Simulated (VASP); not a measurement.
# Na4H in VASP: further runs

Na4H is run at these levels: PBE; tasks: single point.

Program: VASP 6.6.1. These are calculated values, not measurements. Logs are shortened: lines on timing, memory, paths and dates and some standing lists are left out, and cuts for length are marked.

### 1 The cell of the first run

The cell holds a slab with vacuum, 10 atoms: a = 7.267 Å, b = 7.267 Å, c = 20.967 Å, α = 90.00°, β = 90.00°, γ = 109.47°.

### 2 Single point, PBE

INCAR

```
ALGO     = Normal         # electronic algorithm
DIPOL    = 0.5 0.5 0.286
EDIFF    = 1E-6           # SCF threshold, eV
ENCUT    = 400            # plane-wave cutoff, eV
GGA      = PE             # functional
GGA_COMPAT= F            
IDIPOL   = 3            
ISIF     = 2              # what is computed and relaxed
ISMEAR   = 0              # smearing method
LASPH    = T              # aspherical terms in the spheres
LCHARG   = F              # write CHGCAR
LDIPOL   = T            
LREAL    = F              # projectors in reciprocal space
LWAVE    = F              # write WAVECAR
NBANDS   = 40             # bands
NELM     = 120            # most SCF steps
NELMDL   = -8           
PREC     = Accurate       # precision mode
SIGMA    = 0.1            # smearing width, eV
```

KPOINTS

```
k-points
0
Gamma
  4 4 1
```

POSCAR

```
Na4H
1.0
    7.2665054626      0.0000000000      0.0000000000
   -2.4221684875      6.8509270508      0.0000000000
    0.0000000000      0.0000000000     20.9665384335
Na H
8 2
Direct
    0.2500000000      0.2500000000      0.1907801811
    0.2500000000      0.7500000000      0.1907801811
    0.7500000000      0.2500000000      0.1907801811
    0.7500000000      0.7500000000      0.1907801811
    0.0000000000      0.0000000000      0.3322693660
    0.0000000000      0.5000000000      0.3322693660
    0.5000000000      0.0000000000      0.3322693660
    0.5000000000      0.5000000000      0.3322693660
    0.1219409038      0.3333333333      0.3842569654
    0.2113924295      0.3333333333      0.3842569654
```

Potentials or basis: VASP PAW PBE potentials, release 64 (Na_pv, H).

Command:

```console
> cat potpaw_PBE.64/Na_pv/POTCAR potpaw_PBE.64/H/POTCAR > POTCAR
> mpirun -np 1 vasp_std > vasp.out
```

OUTCAR:

```text
EDIFF = 1E-6
   ENCUT = 400
   GGA = PE
   ISIF = 2
   ISMEAR = 0
   LASPH = T
   LREAL = F
   NELM = 120
   NELMDL = -8
   PREC = Accurate

 ion  position               nearest neighbor table
   1  0.250  0.250  0.191-
   2  0.250  0.750  0.191-
   3  0.750  0.250  0.191-
   4  0.750  0.750  0.191-
   5  0.000  0.000  0.332-
   6  0.000  0.500  0.332-
   7  0.500  0.000  0.332-
   8  0.500  0.500  0.332-
   9  0.122  0.333  0.384-  10 0.65
  10  0.211  0.333  0.384-   9 0.65

  LATTYP: Found a base centered orthorhombic cell.
 ALAT       =     8.3906377698
 B/A-ratio  =     1.4142135624
 C/A-ratio  =     2.4988015225

  Lattice vectors:

 A1 = (   7.2665054626,   0.0000000000,   0.0000000000)
 A2 = (  -2.4221684875,   6.8509270508,   0.0000000000)
 A3 = (   0.0000000000,   0.0000000000,  20.9665384335)

Analysis of symmetry for initial positions (statically):
=====================================================================
 Subroutine PRICEL returns:
 Original cell was already a primitive cell.

 Routine SETGRP: Setting up the symmetry group for a
 base centered orthorhombic supercell.

 Subroutine GETGRP returns: Found  1 space group operations
 (whereof  1 operations were pure point group operations)
 out of a pool of  8 trial point group operations.

The static configuration has the point symmetry C_1 .

Analysis of symmetry for dynamics (positions and initial velocities):
=====================================================================
 Subroutine PRICEL returns:
 Original cell was already a primitive cell.

 Routine SETGRP: Setting up the symmetry group for a
 base centered orthorhombic supercell.

 Subroutine GETGRP returns: Found  1 space group operations
 (whereof  1 operations were pure point group operations)
 out of a pool of  8 trial point group operations.

The dynamic configuration has the point symmetry C_1 .

 Subroutine INISYM returns: Found  1 space group operations
 (whereof  1 operations are pure point group operations),
 and found     1 'primitive' translations

----------------------------------------------------------------------------------------

[... 103 lines left out ...]
   PSTRESS=    0.0 pullay stress
   NELECT =      58.0000    total number of electrons
   NUPDOWN=      -1.0000    fix difference up-down
   EMIN   =  10.00;   EMAX   =-10.00  energy-range for DOS
   EFERMI =   0.00;   METHOD = LEGACY
   ISMEAR =     0;   SIGMA  =   0.10  broadening in eV -4-tet -1-fermi 0-gaus
   EFERMI_NEDOS =   21; number of points for ismear=-14 and -15
   IALGO  =     38    algorithm
   IMIX   =      4    mixing-type and parameters
     AMIX     =   0.40;   BMIX     =  1.00
     AMIX_MAG =   1.60;   BMIX_MAG =  1.00
  volume/ion in A,a.u.               =     104.38       704.37
  Fermi-wavevector in a.u.,A,eV,Ry     =   0.624717  1.180545  5.309971  0.390272
  Thomas-Fermi vector in A             =   1.685372
   LORBIT       =      0    0 simple, 1 ext, 2 COOP (PROOUT), +10 PAW based schemes
   GGA     = PE    functional components
   LHFCALC =     F    Hartree Fock is set to
   AEXX    =    0.0000 exact exchange contribution
   IVDW    =     0    specifies the selected vdW correction
   LEPSILON=     F    determine dielectric tensor
   LRPA    =     F    only Hartree local field effects (RPA)
 non-spin polarized calculation
 Gauss-broadening in eV      SIGMA  =   0.10
  energy-cutoff  :      400.00
  volume of cell :     1043.76
 maximum number of plane-waves:     19038
   NGX = 23   NGY = 23   NGZ = 69

 dipolmoment           0.000000      0.000000      0.000102 electrons x Angstroem

 number of electron      57.9999956 magnetization

 dipolmoment           0.000000      0.000000     -0.058057 electrons x Angstroem

 Free energy of the ion-electron system (eV)
  ---------------------------------------------------
  ext. energy  EPLUGINS =         0.00000000
  ---------------------------------------------------
  free energy    TOTEN  =       -15.10839632 eV

  energy without entropy =      -15.08500220  energy(sigma->0) =      -15.09669926

 E-fermi :  -1.7590     XC(G=0):  -2.6157

 val. band max:       -1.7806229454   @ k =   0.0000   0.2500   0.0000
 cond. band min:      -1.7249103669   @ k =   0.5000  -0.0000   0.0000
 fundamental gap:      0.0557125785
 Fermi energy:        -1.7589952571

 k-point     1 :       0.0000    0.0000    0.0000
  band No.  band energies     occupation
      1     -27.2150      2.00000
      2     -27.1675      2.00000
      3     -27.1568      2.00000
      4     -27.1337      2.00000
      5     -27.1303      2.00000
      6     -27.1096      2.00000
[... 419 lines left out ...]
     39       1.3487      0.00000
     40       1.4463      0.00000

------------------------ aborting loop because EDIFF is reached ----------------------------------------

 vacuum level on the upper side and lower side of the slab       (xc-potential included)        -0.150         0.086

  FORCE on cell =-STRESS in cart. coord.  units (eV):
  Direction    XX          YY          ZZ          XY          YZ          ZX
  --------------------------------------------------------------------------------------
  -------------------------------------------------------------------------------------
  Total        3.5101752     -0.7106949     -0.0711978     -0.6166454     -0.3458854      0.1095848
  in kB        5.3881254     -1.0909179     -0.1092888     -0.9465519     -0.5309347      0.1682128
  external PRESSURE =       1.3959729 kB  Pullay stress =       0.0000000 kB

 VOLUME and BASIS-vectors are now :
 -----------------------------------------------------------------------------
  energy-cutoff  :      400.00
  volume of cell :     1043.76
      direct lattice vectors                 reciprocal lattice vectors
     7.266505463  0.000000000  0.000000000     0.137617732  0.048655216  0.000000000
    -2.422168488  6.850927051  0.000000000     0.000000000  0.145965647  0.000000000
     0.000000000  0.000000000 20.966538433     0.000000000  0.000000000  0.047695045

 POSITION                                       TOTAL-FORCE (eV/Angst)
 -----------------------------------------------------------------------------------
      1.21108      1.71273      4.00000         0.009294     -0.003899      0.000143
      0.00000      5.13820      4.00000         0.001020      0.001794      0.042993
      4.84434      1.71273      4.00000        -0.000062     -0.001196      0.036495
      3.63325      5.13820      4.00000        -0.004785      0.001314      0.020152
      0.00000      0.00000      6.96654        -0.025489     -0.266599     -0.139367
     -1.21108      3.42546      6.96654        -0.463904      0.395062     -0.379985
      3.63325      0.00000      6.96654         0.024084      0.004620     -0.021986
      2.42217      3.42546      6.96654         0.344388      0.191417     -0.203113
      0.07869      2.28364      8.05654        -4.931702     -0.222139      0.444506
      0.72869      2.28364      8.05654         5.047156     -0.100374      0.200162
 -----------------------------------------------------------------------------------
    total drift:                               -0.000013     -0.000019     -0.002071

  FREE ENERGIE OF THE ION-ELECTRON SYSTEM (eV)
  ---------------------------------------------------
  free  energy   TOTEN  =       -15.1083963176 eV

  energy  without entropy=      -15.0850021994  energy(sigma->0) =      -15.09669926

 vacuum level on the upper side and lower side of the slab         0.919         1.092
```

stdout:

```text
POSCAR found type information on POSCAR NaH
 POSCAR found :  2 types and      10 ions
 scaLAPACK will be used
 LDA part: xc-table for (Slater+PW92), standard interpolation
 POSCAR, INCAR and KPOINTS ok, starting setup
 FFT: planning ... GRIDC
 FFT: planning ... GRID_SOFT
 FFT: planning ... GRID
 WAVECAR not read
 entering main loop
```

It took 12 min on 1 thread of AMD EPYC 9755, shared host; peak memory 0.72 GiB.

What came out:

| Quantity | Value |
| --- | --- |
| Free energy | -15.1084 eV |
| Largest force | 5.052 eV/Å |
| Band gap on the k mesh | zero (bands 29 and 30 overlap by 0.57 eV) |

Forces in eV/Å, atoms in the order of the input:
```
Na   0.009 -0.004  0.000
Na   0.001  0.002  0.043
Na   0.000 -0.001  0.036
Na  -0.005  0.001  0.020
Na  -0.025 -0.267 -0.139
Na  -0.464  0.395 -0.380
Na   0.024  0.005 -0.022
Na   0.344  0.191 -0.203
H   -4.932 -0.222  0.445
H    5.047 -0.100  0.200
```

### 3 Single point, PBE

INCAR

```
PREC = Accurate ; ENCUT = 400
EDIFF = 1E-6 ; ISMEAR = 0
SIGMA = 0.1 ; LREAL = F
LASPH = T ; NELM = 120
ALGO = Normal ; ISIF = 2
LWAVE = F ; LCHARG = F
LDIPOL = T ; IDIPOL = 3
DIPOL = 0.5 0.5 0.292 ; GGA = PE
NBANDS = 40 ; GGA_COMPAT = F
NELMDL = -8
```

KPOINTS

```
regular mesh
0
Gamma
  4 4 1
```

POSCAR: that of step 2 with these lines changed.

```diff
@@ -16,3 +16,3 @@
     0.5000000000      0.5000000000      0.3322693660
-    0.1219409038      0.3333333333      0.3842569654
-    0.2113924295      0.3333333333      0.3842569654
+    0.1219409038      0.3333333333      0.4147817944
+    0.2113924295      0.3333333333      0.4147817944
```

Potentials or basis: VASP PAW PBE potentials, release 64 (Na_pv, H).

Command:

```console
> cat potpaw_PBE.64/Na_pv/POTCAR potpaw_PBE.64/H/POTCAR > POTCAR
> mpirun -np 1 vasp_std > vasp.out
```

Wall time 12 min (1 thread of AMD EPYC 9755, shared host); peak memory 0.68 GiB.

The run converged. Its results:

```yaml
Free_energy: -15.4314 eV
Largest_force: 4.987 eV/Å
Band_gap_on_the_k_mesh: zero (bands 29 and 30 overlap by 0.68 eV)
```

Forces in eV/Å, atoms in the order of the input:
```
Na   0.009 -0.004  0.016
Na   0.000  0.005  0.024
Na  -0.005 -0.001  0.017
Na  -0.001 -0.001  0.001
Na  -0.010 -0.152 -0.103
Na  -0.171  0.138 -0.184
Na   0.014  0.002 -0.021
Na   0.173  0.084 -0.135
H   -4.981 -0.040  0.245
H    4.973 -0.031  0.139
```

Levels at points of the mesh, in eV from the Fermi level:
| k point | band 26 | band 27 | band 28 | band 29 | band 30 | band 31 | band 32 | band 33 |
| --- | --- | --- | --- | --- | --- | --- | --- | --- |
| (0.00, 0.00, 0.00) | -2.78 | -1.07 | 0.25 | 0.32 | 0.35 | 0.36 | 0.76 | 1.14 |
| (0.50, 0.00, 0.00) | -2.03 | -1.95 | -0.51 | -0.20 | 0.05 | 0.16 | 1.22 | 1.42 |
| (0.00, 0.50, 0.00) | -2.02 | -1.94 | -0.47 | -0.20 | 0.01 | 0.16 | 1.30 | 1.32 |
| (0.50, 0.50, 0.00) | -1.76 | -1.69 | -0.73 | -0.64 | -0.26 | 0.07 | 0.73 | 1.04 |

### 4 Single point, PBE

INCAR

```
SYSTEM = Na4H
  PREC = Accurate
  ENCUT = 400
  EDIFF = 1E-6
  ISMEAR = 0
  SIGMA = 0.1
  LREAL = .False.
  LASPH = .True.
  NELM = 120
  ALGO = Normal
  ISIF = 2
  LWAVE = .False.
  LCHARG = .False.
  LDIPOL = .True.
  IDIPOL = 3
  DIPOL = 0.5 0.5 0.300
  GGA = PE
  NBANDS = 40
  GGA_COMPAT = .False.
  NELMDL = -8
```

KPOINTS

```
Automatic mesh
0
Gamma
  4 4 1
  0 0 0
```

POSCAR: that of step 3 with these lines changed.

```diff
@@ -16,3 +16,3 @@
     0.5000000000      0.5000000000      0.3322693660
-    0.1219409038      0.3333333333      0.4147817944
-    0.2113924295      0.3333333333      0.4147817944
+    0.1219409038      0.3333333333      0.4562764838
+    0.2113924295      0.3333333333      0.4562764838
```

Potentials or basis: VASP PAW PBE potentials, release 64 (Na_pv, H).

Command:

```console
> cat potpaw_PBE.64/Na_pv/POTCAR potpaw_PBE.64/H/POTCAR > POTCAR
> mpirun -np 1 vasp_std > vasp.out
```

OUTCAR:

```text
SYSTEM = Na4H
   PREC = Accurate
   ENCUT = 400
   EDIFF = 1E-6
   ISMEAR = 0
   LREAL = .False.
   LASPH = .True.
   NELM = 120
   ISIF = 2
   GGA = PE
   NELMDL = -8

 ion  position               nearest neighbor table
   1  0.250  0.250  0.191-
   2  0.250  0.750  0.191-
   3  0.750  0.250  0.191-
   4  0.750  0.750  0.191-
   5  0.000  0.000  0.332-
   6  0.000  0.500  0.332-
   7  0.500  0.000  0.332-
   8  0.500  0.500  0.332-
   9  0.122  0.333  0.456-  10 0.65
  10  0.211  0.333  0.456-   9 0.65

  LATTYP: Found a base centered orthorhombic cell.
 ALAT       =     8.3906377698
 B/A-ratio  =     1.4142135624
 C/A-ratio  =     2.4988015225

  Lattice vectors:

 A1 = (   7.2665054626,   0.0000000000,   0.0000000000)
 A2 = (  -2.4221684875,   6.8509270508,   0.0000000000)
 A3 = (   0.0000000000,   0.0000000000,  20.9665384335)

Analysis of symmetry for initial positions (statically):
=====================================================================
 Subroutine PRICEL returns:
 Original cell was already a primitive cell.

 Routine SETGRP: Setting up the symmetry group for a
 base centered orthorhombic supercell.

 Subroutine GETGRP returns: Found  1 space group operations
 (whereof  1 operations were pure point group operations)
 out of a pool of  8 trial point group operations.

The static configuration has the point symmetry C_1 .

Analysis of symmetry for dynamics (positions and initial velocities):
=====================================================================
 Subroutine PRICEL returns:
 Original cell was already a primitive cell.

[... 134 lines left out ...]
   LHFCALC =     F    Hartree Fock is set to
   AEXX    =    0.0000 exact exchange contribution
   IVDW    =     0    specifies the selected vdW correction
   LEPSILON=     F    determine dielectric tensor
   LRPA    =     F    only Hartree local field effects (RPA)
 non-spin polarized calculation
 Gauss-broadening in eV      SIGMA  =   0.10
  energy-cutoff  :      400.00
  volume of cell :     1043.76
 maximum number of plane-waves:     19038
   NGX = 23   NGY = 23   NGZ = 69

 dipolmoment           0.000000      0.000000      0.000175 electrons x Angstroem

 number of electron      57.9999955 magnetization

 dipolmoment           0.000000      0.000000     -0.058906 electrons x Angstroem

 Free energy of the ion-electron system (eV)
  ---------------------------------------------------
  ext. energy  EPLUGINS =         0.00000000
  ---------------------------------------------------
  free energy    TOTEN  =       -15.66597755 eV

  energy without entropy =      -15.63665986  energy(sigma->0) =      -15.65131871

 E-fermi :  -1.7793     XC(G=0):  -2.6481

 val. band max:       -1.8229200352   @ k =   0.5000   0.5000   0.0000
 cond. band min:      -1.7535683144   @ k =   0.0000   0.2500   0.0000
 fundamental gap:      0.0693517207
 Fermi energy:        -1.7792903904

 k-point     1 :       0.0000    0.0000    0.0000
  band No.  band energies     occupation
      1     -27.0395      2.00000
      2     -27.0299      2.00000
      3     -27.0256      2.00000
      4     -27.0235      2.00000
      5     -27.0204      2.00000
      6     -27.0113      2.00000
[... 419 lines left out ...]
     39       1.3177      0.00000
     40       1.3423      0.00000

------------------------ aborting loop because EDIFF is reached ----------------------------------------

 vacuum level on the upper side and lower side of the slab       (xc-potential included)        -0.109         0.036

  FORCE on cell =-STRESS in cart. coord.  units (eV):
  Direction    XX          YY          ZZ          XY          YZ          ZX
  --------------------------------------------------------------------------------------
  -------------------------------------------------------------------------------------
  Total        1.9354603     -1.5159931      0.0322137     -0.3608222     -0.0246781     -0.0214796
  in kB        2.9709351     -2.3270522      0.0494481     -0.5538627     -0.0378809     -0.0329712
  external PRESSURE =       0.2311103 kB  Pullay stress =       0.0000000 kB

 VOLUME and BASIS-vectors are now :
 -----------------------------------------------------------------------------
  energy-cutoff  :      400.00
  volume of cell :     1043.76
      direct lattice vectors                 reciprocal lattice vectors
     7.266505463  0.000000000  0.000000000     0.137617732  0.048655216  0.000000000
    -2.422168488  6.850927051  0.000000000     0.000000000  0.145965647  0.000000000
     0.000000000  0.000000000 20.966538433     0.000000000  0.000000000  0.047695045

 POSITION                                       TOTAL-FORCE (eV/Angst)
 -----------------------------------------------------------------------------------
      1.21108      1.71273      4.00000         0.004968     -0.002804      0.002550
      0.00000      5.13820      4.00000         0.000906      0.004480     -0.004032
      4.84434      1.71273      4.00000        -0.004405     -0.001944     -0.006445
      3.63325      5.13820      4.00000        -0.001019      0.000034     -0.015179
      0.00000      0.00000      6.96654        -0.004693     -0.049091     -0.036920
     -1.21108      3.42546      6.96654        -0.046984      0.035084     -0.056321
      3.63325      0.00000      6.96654         0.007079     -0.000492     -0.005660
      2.42217      3.42546      6.96654         0.051922      0.024472     -0.047404
      0.07869      2.28364      9.56654        -4.897046     -0.002542      0.097658
      0.72869      2.28364      9.56654         4.889271     -0.007196      0.071753
 -----------------------------------------------------------------------------------
    total drift:                               -0.000000     -0.000000     -0.002223

  FREE ENERGIE OF THE ION-ELECTRON SYSTEM (eV)
  ---------------------------------------------------
  free  energy   TOTEN  =       -15.6659775537 eV

  energy  without entropy=      -15.6366598619  energy(sigma->0) =      -15.65131871

 vacuum level on the upper side and lower side of the slab         0.870         1.050
```

OSZICAR:

```text
N       E                     dE             d eps       ncg     rms          rms(c)
DAV:   1     0.333242742174E+03    0.33324E+03   -0.24953E+04  1120   0.862E+02
DAV:   2     0.137966677595E+01   -0.33186E+03   -0.32860E+03   880   0.323E+02
DAV:   3    -0.164531034155E+02   -0.17833E+02   -0.17757E+02   936   0.804E+01
[... 17 lines left out ...]
DAV:  21    -0.156659485886E+02   -0.33637E-04   -0.14151E-06   656   0.521E-03    0.760E-04
DAV:  22    -0.156659678816E+02   -0.19293E-04   -0.76610E-07   672   0.230E-03    0.427E-04
DAV:  23    -0.156659749645E+02   -0.70829E-05   -0.30862E-07   664   0.189E-03    0.325E-04
DAV:  24    -0.156659771525E+02   -0.21880E-05   -0.11371E-07   656   0.141E-03    0.113E-04
DAV:  25    -0.156659775537E+02   -0.40119E-06   -0.25435E-08   664   0.804E-04
   1 F= -.15665978E+02 E0= -.15651319E+02  d E =-.293177E-01
```

stdout:

```text
POSCAR found type information on POSCAR NaH
 POSCAR found :  2 types and      10 ions
 scaLAPACK will be used
 LDA part: xc-table for (Slater+PW92), standard interpolation
 POSCAR, INCAR and KPOINTS ok, starting setup
 FFT: planning ... GRIDC
 FFT: planning ... GRID_SOFT
 FFT: planning ... GRID
 WAVECAR not read
 entering main loop
```

Run time: 10 min. Hardware: 1 thread of AMD EPYC 9755, shared host; peak memory 0.71 GiB.

Results:

| Quantity | Value |
| --- | --- |
| Free energy | -15.6660 eV |
| Largest force | 4.898 eV/Å |
| Band gap on the k mesh | zero (bands 29 and 30 overlap by 0.75 eV) |

Forces on the atoms (eV/Å):
```
Na   0.005 -0.003  0.003
Na   0.001  0.004 -0.004
Na  -0.004 -0.002 -0.006
Na  -0.001  0.000 -0.015
Na  -0.005 -0.049 -0.037
Na  -0.047  0.035 -0.056
Na   0.007  0.000 -0.006
Na   0.052  0.024 -0.047
H   -4.897 -0.003  0.098
H    4.889 -0.007  0.072
```

[end of part 1 of 2]

The gap in the log of VASP goes by the Fermi energy; the results here count the filled bands.